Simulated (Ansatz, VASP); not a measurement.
TiC in VASP and in Ansatz

```
Ti C
1.0
     0.00000    2.13054    2.13054
     2.13054    0.00000    2.13054
     2.13054    2.13054    0.00000
Ti C
1 1
Direct
  0.00000 0.00000 0.00000
  0.50000 0.50000 0.50000
```

Alike in both runs: task relaxation of cell and atoms; functional LDA; k mesh 16 × 16 × 16; occupations gaussian, width 0.1 eV; no spin polarisation.

```csv
,VASP,Ansatz
version,VASP 6.6.1,Ansatz 0.2.0
potentials or method,"VASP PAW LDA potentials, release 64 (Ti_sv, C), cutoff 600 eV","scalar-relativistic, plane waves, PAW"
valence electrons in the cell,16,16
```

```csv
,VASP,Ansatz,Ansatz less VASP
"gap on the k mesh at the Fermi level, each at its own relaxed structure (eV)",none,none,-
relaxed volume (Å³/atom),9.69,9.67,-0.020
relaxed cell length with the largest relative difference (Å),3.015,3.013,-0.0021
```

LDA's correlation is that of Perdew and Zunger in VASP and of Perdew and Wang (1992) in Ansatz. A gap of «none» marks a metal or a gap that the smearing closes.
